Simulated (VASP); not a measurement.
Wanted: the native input for a VASP 6.6.1 run.

| Quantity | Value |
| --- | --- |
| Task | single point |
| Functional | PBE |
| Potentials or basis | VASP PAW PBE potentials, release 64 (Be, Te) |
| Cutoff | 520 eV |
| k mesh | 4 × 4 × 4 |
| Occupations | gaussian, width 0.2 eV |
| Spin | no spin polarisation |
| Dipole correction | no |
| Further INCAR settings | ALGO = Normal; EDIFF = 1e-06; NBANDS = 40 |

The structure of BeTe2 lies in POSCAR:

```
BeTe2
1.0
   -2.3020628794     -4.9919585957      3.4028406929
   -2.3120576133      4.9944150077      3.3999992828
   -4.6072398710      0.0062676664     -6.7982687162
Be Te
4 8
Direct
    0.3751268227      0.3746953620      0.6249829339
    0.8751688479      0.8747636234      0.1249713319
    0.1248445681      0.1252712199      0.8750249196
    0.6248721095      0.6252572575      0.3750121089
    0.2120939337      0.9826095213      0.5976213710
    0.7122895186      0.4825752333      0.0976040484
    0.7675849590      0.5381348300      0.6529548094
    0.2677170304      0.0380166965      0.1529328259
    0.7323591756      0.9620048081      0.8470802041
    0.2323522960      0.4618875832      0.3470572348
    0.2877996246      0.5174109356      0.9024079217
    0.7877911138      0.0173729291      0.4023502904
```

These files were run (other wordings do the same):

INCAR

```
PREC     = Accurate       # precision mode
ENCUT    = 520            # plane-wave cutoff, eV
EDIFF    = 1E-6           # SCF threshold, eV
ISMEAR   = 0              # smearing method
SIGMA    = 0.2            # smearing width, eV
LREAL    = False          # projectors in reciprocal space
LASPH    = True           # aspherical terms in the spheres
NELM     = 80             # most SCF steps
ALGO     = Normal         # electronic algorithm
ISIF     = 2              # what is computed and relaxed
LWAVE    = False          # write WAVECAR
LCHARG   = False          # write CHGCAR
GGA      = PE             # functional
NBANDS   = 40             # bands
```

KPOINTS

```
regular mesh
0
Gamma
  4 4 4
```

Potentials or basis: VASP PAW PBE potentials, release 64 (Be, Te).

Run with:

```sh
$ cat potpaw_PBE.64/Be/POTCAR potpaw_PBE.64/Te/POTCAR > POTCAR
$ mpirun -np 1 vasp_std > vasp.out
```

It gave:

```json
{
 "Pressure": "0.0 GPa",
 "Largest force": "0.027 eV/Å",
 "Band gap on the k mesh": "0.22 eV"
}
```

Caveat: spin-orbit coupling is left out, which moves the levels of the heavy elements.

Wall time 3.2 min on 1 thread of Intel(R) Xeon(R) 6975P-C (Granite Rapids), on a shared host, peak memory 0.57 GiB.
